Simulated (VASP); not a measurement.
TiCo3:

```
Ti Co
1.0
     3.61400    0.00000    0.00000
     0.00000    3.61400    0.00000
     0.00000    0.00000    3.61400
Ti Co
1 3
Direct
  0.00000 0.00000 0.00000
  0.00000 0.50000 0.50000
  0.50000 0.00000 0.50000
  0.50000 0.50000 0.00000
```

Base run:

```yaml
Program: VASP 6.6.1
Functional: PBEsol
Potentials_or_basis: VASP PAW PBE potentials, release 64 (Ti_sv, Co)
Cutoff: 520 eV
k_mesh: 14 × 14 × 14
Occupations: gaussian, width 0.1 eV
Spin: collinear spin, ferrimagnetic start
Starting_moments: "[-0.42, 1.21, 1.21, 1.21] μB"
```

Its results: pressure -15.5 GPa; net moment 0.00 μB per cell.

**Question.** The run is repeated on the same cell with these changes: k mesh from 14 × 14 × 14 to 1 × 1 × 1. What comes out?

**Answer.** Pressure -13.9 GPa; net moment 1.00 μB per cell; site moments Ti -0.26; Co +0.49 μB.

Caveats: some runs use coarse meshes; the PAW data sets were made with another functional, which shifts forces and pressure a little.
